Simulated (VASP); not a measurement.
# NaScSe2 (P4/mmm) in VASP: settings compared, part 2 of 2

VASP 6.6.1.

### 5 Relaxation of cell and atoms, r2SCAN

This run uses another cell than the first one, of 22.12 Å³/atom.

File POSCAR:

```
NaScSe2
1.0
    4.0247332358      0.0000000000      0.0000000000
    0.0000000000      4.0247332358      0.0000000000
    0.0000000000      0.0000000000      5.4623696768
Na Se Sc
1 2 1
Direct
    0.0000000000      0.0000000000      0.0000000000
    0.0000000000      0.0000000000      0.5000000000
    0.5000000000      0.5000000000      0.0000000000
    0.5000000000      0.5000000000      0.5000000000
```

File INCAR.step1:

```
PREC = Accurate ; ENCUT = 600
ISMEAR = -1 ; SIGMA = 0.02
LREAL = F ; LASPH = T
NELM = 80 ; GGA = PE
ALGO = Normal ; EDIFF = 1E-4
LWAVE = T ; LCHARG = F
```

File INCAR.step2:

```
PREC = Accurate ; ENCUT = 600
EDIFF = 1E-6 ; ISMEAR = -1
SIGMA = 0.02 ; LREAL = F
LASPH = T ; NELM = 80
ALGO = Normal ; ISIF = 3
LWAVE = F ; LCHARG = F
METAGGA = R2SCAN ; LMIXTAU = T
IBRION = 2 ; NSW = 80
EDIFFG = -0.005 ; ISTART = 1
```

File KPOINTS:

```
regular mesh
0
Gamma
  6 6 4
```

Potentials or basis: VASP PAW PBE potentials, release 64 (Na_pv, Se, Sc_sv).

Started as:

```
cat potpaw_PBE.64/Na_pv/POTCAR potpaw_PBE.64/Se/POTCAR potpaw_PBE.64/Sc_sv/POTCAR > POTCAR
cp INCAR.step1 INCAR
mpirun -np 1 vasp_std > vasp.out
cp INCAR.step2 INCAR
mpirun -np 1 vasp_std > vasp.out
```

OUTCAR:

```text
PREC = Accurate
   ENCUT = 600
   EDIFF = 1E-6
   ISMEAR = -1
   LREAL = F
   LASPH = T
   NELM = 80
   ISIF = 3
   METAGGA = R2SCAN
   IBRION = 2
   NSW = 80
   EDIFFG = -0.005
   ISTART = 1

 ion  position               nearest neighbor table
   1  0.000  0.000  0.000-   2 2.73   2 2.73
   2  0.000  0.000  0.500-   1 2.73   1 2.73   4 2.85   4 2.85   4 2.85   4 2.85
   3  0.500  0.500  0.000-   4 2.73   4 2.73
   4  0.500  0.500  0.500-   3 2.73   3 2.73   2 2.85   2 2.85   2 2.85   2 2.85

  LATTYP: Found a simple tetragonal cell.
 ALAT       =     4.0247332358
 C/A-ratio  =     1.3572004296

  Lattice vectors:

 A1 = (   4.0247332358,   0.0000000000,   0.0000000000)
 A2 = (   0.0000000000,   4.0247332358,   0.0000000000)
 A3 = (   0.0000000000,   0.0000000000,   5.4623696768)

Analysis of symmetry for initial positions (statically):
[... 182 lines left out ...]
 cond. band min:       3.0391046723   @ k =   0.0000   0.0000   0.0000
 fundamental gap:      0.1882809260
 Fermi energy:         2.9472052243

 k-point     1 :       0.0000    0.0000    0.0000
  band No.  band energies     occupation
      1     -49.7828      2.00000
      2     -27.4286      2.00000
      3     -27.4286      2.00000
      4     -27.2800      2.00000
      5     -20.4513      2.00000
      6     -20.4044      2.00000
[... 670 lines left out ...]
--------------------------------------- Ionic step        5  -------------------------------------------

 number of electron      29.9999992 magnetization

 Free energy of the ion-electron system (eV)
  ---------------------------------------------------
  ext. energy  EPLUGINS =         0.00000000
  ---------------------------------------------------
  free energy    TOTEN  =       -50.08652983 eV

  energy without entropy =      -50.08645896  energy(sigma->0) =      -50.08649439

 E-fermi :   3.0675     XC(G=0): -10.0049

 val. band max:        2.9781276251   @ k =   0.0000   0.0000   0.0000
 cond. band min:       3.1517016213   @ k =   0.0000   0.0000   0.0000
 fundamental gap:      0.1735739962
 Fermi energy:         3.0674867304

 k-point     1 :       0.0000    0.0000    0.0000
  band No.  band energies     occupation
      1     -49.5954      2.00000
      2     -27.2452      2.00000
      3     -27.2452      2.00000
      4     -27.0992      2.00000
      5     -20.3275      2.00000
      6     -20.2786      2.00000
[... 550 lines left out ...]
  FREE ENERGIE OF THE ION-ELECTRON SYSTEM (eV)
  ---------------------------------------------------
  free  energy   TOTEN  =       -50.0865298278 eV

  energy  without entropy=      -50.0864589604  energy(sigma->0) =      -50.08649439

 reached required accuracy - stopping structural energy minimisation
```

OUTCAR.step1:

```text
PREC = Accurate
   ENCUT = 600
   ISMEAR = -1
   LREAL = F
   LASPH = T
[... 755 lines left out ...]
      0.00000      0.00000      0.00000         0.000000      0.000000      0.000000
      0.00000      0.00000      2.73118         0.000000      0.000000      0.000000
      2.01237      2.01237      0.00000         0.000000      0.000000      0.000000
      2.01237      2.01237      2.73118         0.000000      0.000000      0.000000
 -----------------------------------------------------------------------------------
    total drift:                                0.000000     -0.000000     -0.000000

  FREE ENERGIE OF THE ION-ELECTRON SYSTEM (eV)
  ---------------------------------------------------
  free  energy   TOTEN  =       -20.0519759290 eV

  energy  without entropy=      -20.0510600377  energy(sigma->0) =      -20.05151798
```

OSZICAR.step1:

```text
N       E                     dE             d eps       ncg     rms          rms(c)
DAV:   1     0.368170674500E+03    0.36817E+03   -0.15607E+04  1156   0.175E+03
DAV:   2     0.146745432659E+02   -0.35350E+03   -0.34762E+03  1244   0.508E+02
DAV:   3    -0.220736800635E+02   -0.36748E+02   -0.34917E+02  1796   0.153E+02
DAV:   4    -0.232682235464E+02   -0.11945E+01   -0.11928E+01  1576   0.259E+01
DAV:   5    -0.232884553943E+02   -0.20232E-01   -0.20224E-01  1853   0.431E+00    0.786E+00
DAV:   6    -0.201301631404E+02    0.31583E+01   -0.82989E+00  1602   0.247E+01    0.309E+00
DAV:   7    -0.200816540790E+02    0.48509E-01   -0.10374E+00  1709   0.743E+00    0.191E+00
DAV:   8    -0.201499518006E+02   -0.68298E-01   -0.94199E-01  1557   0.983E+00    0.167E+00
DAV:   9    -0.200509252072E+02    0.99027E-01   -0.36568E-01  1558   0.577E+00    0.250E-01
DAV:  10    -0.200517442578E+02   -0.81905E-03   -0.99049E-03  1509   0.787E-01    0.141E-01
DAV:  11    -0.200519596551E+02   -0.21540E-03   -0.69055E-04  1300   0.196E-01    0.451E-02
DAV:  12    -0.200519759290E+02   -0.16274E-04   -0.87870E-05   943   0.118E-01
   1 F= -.20051976E+02 E0= -.20051518E+02  d E =-.915891E-03
```

Run time: 18 min. Hardware: 1 thread of Oxide Virtual Turin-like, shared host; peak memory 0.25 GiB.

What came out:

```yaml
Free_energy: -50.0865 eV
Relaxed_volume: 21.76 Å³/atom
Relaxed_cell: a = 4.004 Å, b = 4.004 Å, c = 5.428 Å, α = 90.00°, β = 90.00°, γ = 90.00°
Space_group_after_relaxing_to_0.1_Å: P4/mmm (No. 123)
Energy_gained_by_relaxing: 1.3 meV/atom
Ionic_steps: 5
Pressure_after_relaxing: 0.0 GPa
Band_gap_on_the_k_mesh: 0.17 eV
```

The path:
| step | energy change (eV) | largest force (eV/Å) | pressure (GPa) | volume (Å³) |
| --- | --- | --- | --- | --- |
| 1 | 0.0000 | 0.0000 | -1.00 | 88.48 |
| 2 | -0.0048 | 0.0000 | 0.27 | 86.72 |
| 3 | -0.0051 | 0.0000 | 0.02 | 87.04 |
| 4 | -0.0051 | 0.0000 | -0.02 | 87.09 |
| 5 | -0.0051 | 0.0000 | 0.00 | 87.04 |

Final structure:
```
Na Se Sc
1.0
     4.00446    0.00000    0.00000
     0.00000    4.00446    0.00000
     0.00000    0.00000    5.42792
Na Se Sc
1 2 1
Cartesian
  0.0000 0.0000 5.4279
  0.0000 0.0000 2.7140
  2.0022 2.0022 5.4279
  2.0022 2.0022 2.7140
```

Caveat: semilocal functionals underestimate gaps, and a narrow one can read as zero; the PAW data sets were made with another functional, which shifts forces and pressure a little. A k mesh can miss the band edges.

### 6 Overview

| task | level | cell | k mesh | cutoff (eV) | gap on the mesh (eV) | pressure (GPa) |
| --- | --- | --- | --- | --- | --- | --- |
| single point | PBE | a = 4.005, b = 4.005, c = 5.428 Å, 4 atoms | 6 × 6 × 6 | 520 | none | 1.1 |
| single point | r2SCAN | a = 4.005, b = 4.005, c = 5.428 Å, 4 atoms | 6 × 6 × 4 | 520 | 0.17 | 0.1 |
| single point | r2SCAN | a = 4.005, b = 4.005, c = 5.428 Å, 4 atoms | 6 × 6 × 6 | 520 | 0.18 | 0.1 |
| relaxation of cell and atoms | r2SCAN | relaxed from a = 4.025, b = 4.025, c = 5.462 Å, 4 atoms | 6 × 6 × 4 | 600 | 0.17 | 0.0 |

Alike in all rows: potentials or basis VASP PAW PBE potentials, release 64 (Na_pv, Se, Sc_sv); no spin polarisation; smearing fermi-dirac 0.02 eV.

On the cell as given the gap runs from zero (PBE) to 0.18 eV (r2SCAN); the meshes differ, which moves gaps too. The pressure there spans 0.1 GPa (r2SCAN) to 1.1 GPa (PBE); a positive pressure means that this level wants a larger cell, a negative one a smaller.

Caveats: semilocal functionals underestimate gaps, and a narrow one can read as zero; the PAW data sets were made with another functional, which shifts forces and pressure a little (at least some runs).

Total energies depend on the potentials used, so only differences within one code and one set of settings carry meaning.
